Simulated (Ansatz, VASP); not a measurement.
InBiO in VASP and in Ansatz

The input INCAR:

```
SYSTEM = InBiO
PREC = Accurate
ENCUT = 600
EDIFF = 1E-6
ISMEAR = 0
SIGMA = 0.1
LREAL = .FALSE.
LASPH = .TRUE.
NELM = 60
ALGO = Normal
ISIF = 3
LWAVE = .FALSE.
LCHARG = .FALSE.
GGA = PE
IBRION = 2
NSW = 100
EDIFFG = -0.01
```

File KPOINTS:

```
Automatic mesh
0
G
  12 12 8
  0 0 0
```

The input POSCAR:

```
InBiO
1.0
    3.6292716258      0.0000000000      0.0000000000
   -1.8146358129      3.1430414252      0.0000000000
    0.0000000000      0.0000000000      5.9887374400
In Bi O
1 1 1
Direct
    0.0000000000      0.0000000000      0.5000000000
    0.3333333333      0.6666666667      0.0000000000
    0.6666666667      0.3333333333      0.5000000000
```

Input for Ansatz:

```yaml
crystal:
  lattice:
    - [3.6292716258, 0.0, 0.0]
    - [-1.8146358129, 3.1430414252, 0.0]
    - [0.0, 0.0, 5.98873744]
  atoms:
    - { symbol: In, position: [0.0, 0.0, 0.5] }
    - { symbol: Bi, position: [0.3333333333, 0.6666666667, 0.0] }
    - { symbol: O, position: [0.6666666667, 0.3333333333, 0.5] }
basis:
  ecutwfc: 420
kpoints:
  mp_grid: { grid: [12, 12, 8] }
hamiltonian:
  xc: pbe
scf:
  occupations: { method: gaussian, width: 0.1 }
output:
  forces: true
  stress: true
  eigenvalues: true
  write_density: true
  write_potential: true
  elf: true
  volumetric_format: npy
relax:
  adjacent_minimum: "off"
  f_tol: 0.01
  max_steps: 80
  cell: { stress_tol: 0.05 }
```

Change from the starting cell: species swapped into the CaCuSi type (P-6m2, No. 187).

Alike in both runs: task relaxation of cell and atoms; functional PBE; k mesh 12 × 12 × 8; occupations gaussian, width 0.1 eV; no spin polarisation.

|  | VASP | Ansatz |
| --- | --- | --- |
| version | VASP 6.6.1 | Ansatz 0.2.0 |
| potentials or method | VASP PAW PBE potentials, release 64 (In_d, Bi_d, O), cutoff 600 eV | scalar-relativistic, plane waves, PAW |
| valence electrons in the cell | 34 | 34 |

Ansatz gave:

| Quantity | Value |
| --- | --- |
| gap on the k mesh at the Fermi level, each at its own relaxed structure (eV) | none |
| relaxed volume (Å³/atom) | 23.06 |
| relaxed cell length with the largest relative difference (Å) | 6.104 |

What did VASP give for the same quantities?

gap on the k mesh at the Fermi level, each at its own relaxed structure (eV): none; relaxed volume (Å³/atom): 23.05; relaxed cell length with the largest relative difference (Å): 6.087.

A gap of «none» marks a metal or a gap that the smearing closes.

Spin-orbit coupling is off throughout.
